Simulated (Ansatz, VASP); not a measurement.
# One calculation of NaH3, two programs

The input INCAR:

```
SYSTEM = NaH3
ALGO = Normal
EDIFF = 1E-6
EDIFFG = -0.01
ENCUT = 600
GGA = PE
IBRION = 2
ISIF = 3
ISMEAR = 0
LASPH = .TRUE.
LCHARG = .FALSE.
LREAL = .FALSE.
LWAVE = .FALSE.
NELM = 100
NSW = 100
PREC = Accurate
SIGMA = 0.1
```

File KPOINTS:

```
k-points
0
G
  12 12 10
  0 0 0
```

File POSCAR:

```
NaH3
1.0
    4.8719652260      0.0000000000      0.0000000000
   -2.4359826130      4.2192456520      0.0000000000
    0.0000000000      0.0000000000      3.6067443727
Na H
2 6
Direct
    0.3333333333      0.6666666667      0.2500000000
    0.6666666667      0.3333333333      0.7500000000
    0.9209199889      0.8418399778      0.2500000000
    0.0790800111      0.9209199889      0.7500000000
    0.1581600222      0.0790800111      0.2500000000
    0.0790800111      0.1581600222      0.7500000000
    0.9209199889      0.0790800111      0.2500000000
    0.8418399778      0.9209199889      0.7500000000
```

Input for Ansatz:

```yaml
crystal:
  lattice:
    - [4.871965226, 0.0, 0.0]
    - [-2.435982613, 4.219245652, 0.0]
    - [0.0, 0.0, 3.6067443727]
  atoms:
    - { symbol: Na, position: [0.3333333333, 0.6666666667, 0.25] }
    - { symbol: Na, position: [0.6666666667, 0.3333333333, 0.75] }
    - { symbol: H, position: [0.9209199889, 0.8418399778, 0.25] }
    - { symbol: H, position: [0.0790800111, 0.9209199889, 0.75] }
    - { symbol: H, position: [0.1581600222, 0.0790800111, 0.25] }
    - { symbol: H, position: [0.0790800111, 0.1581600222, 0.75] }
    - { symbol: H, position: [0.9209199889, 0.0790800111, 0.25] }
    - { symbol: H, position: [0.8418399778, 0.9209199889, 0.75] }
basis:
  ecutwfc: 420
kpoints:
  mp_grid: { grid: [12, 12, 10] }
hamiltonian:
  xc: pbe
scf:
  occupations: { method: gaussian, width: 0.1 }
output:
  forces: true
  stress: true
  eigenvalues: true
relax:
  adjacent_minimum: "off"
  f_tol: 0.01
  max_steps: 80
  cell: { stress_tol: 0.05 }
```

Alike in both runs: task relaxation of cell and atoms; functional PBE; k mesh 12 × 12 × 10; occupations gaussian, width 0.1 eV; no spin polarisation.

|  | VASP | Ansatz |
| --- | --- | --- |
| version | VASP 6.6.1 | Ansatz 0.2.0 |
| potentials or method | VASP PAW PBE potentials, release 64 (Na_pv, H), cutoff 600 eV | scalar-relativistic, plane waves, PAW |
| valence electrons in the cell | 20 | 24 |

```csv
,VASP,Ansatz,Ansatz less VASP
"gap on the k mesh at the Fermi level, each at its own relaxed structure (eV)",none,none,-
relaxed volume (Å³/atom),9.27,9.27,0.000
relaxed cell length with the largest relative difference (Å),4.872,4.872,0.0000
```

A gap of «none» marks a metal or a gap that the smearing closes. VASP's potentials hold 20 valence electrons a cell and Ansatz's 24, so a difference there can come from the potentials and not from the codes.

Noted on VASP's run: the relaxation stopped at its first step, so nothing moved.
